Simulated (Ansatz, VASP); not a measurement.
## Two plane-wave programs on H6C2O

```
C O H
1.0
     7.96022    0.00000    0.00000
     0.00000    7.96022    0.00000
     0.00000    0.00000    7.96022
C O H
8 4 24
Direct
  0.88423 0.00065 0.45512
  0.92638 0.00373 0.64045
  0.55407 0.56475 0.10453
  0.71784 0.50293 0.18133
  0.25340 0.13689 0.96910
  0.12272 0.21218 0.08554
  0.27539 0.61310 0.56632
  0.12917 0.52645 0.65479
  0.86435 0.15832 0.71129
  0.71268 0.32263 0.20892
  0.95889 0.15460 0.03656
  0.09640 0.37220 0.57044
  0.89567 0.15763 0.83273
  0.86914 0.89522 0.70655
  0.06409 0.99581 0.65763
  0.93825 0.88932 0.39299
  0.74728 0.99940 0.43525
  0.93793 0.11250 0.39362
  0.71059 0.30310 0.32927
  0.82382 0.52789 0.09587
  0.74466 0.56676 0.30097
  0.56456 0.69932 0.07403
  0.52618 0.49576 0.98813
  0.44821 0.54797 0.19178
  0.87223 0.21271 0.10532
  0.14754 0.17481 0.21668
  0.12814 0.35071 0.08066
  0.37991 0.17421 0.00966
  0.24643 0.99892 0.97125
  0.23525 0.17994 0.83914
  0.00363 0.31164 0.62754
  0.16165 0.50451 0.78893
  0.01725 0.60940 0.65324
  0.30402 0.73533 0.62498
  0.38817 0.53333 0.57223
  0.24463 0.63436 0.43287
```

Alike in both runs: functional PBE; dispersion D3(BJ); k mesh 1 × 1 × 1; occupations fermi-dirac, width 0.02 eV; no spin polarisation.

Ansatz relaxed the structure, and its values are those at the end. VASP's run is a single point on that final structure, the one shown.

|  | VASP | Ansatz |
| --- | --- | --- |
| version | VASP 6.6.1 | Ansatz 0.2.0 |
| potentials or method | VASP PAW PBE potentials, release 64 (C_h, O_h, H_h), cutoff 910 eV | scalar-relativistic, plane waves, PAW |
| valence electrons in the cell | 80 | 80 |

|  | VASP | Ansatz | Ansatz less VASP |
| --- | --- | --- | --- |
| rms of the force components (eV/Å) | 0.057 | 0.060 | +0.0026 |

Noted on VASP's run: the cutoff is short for stress, so the pressure is rough.
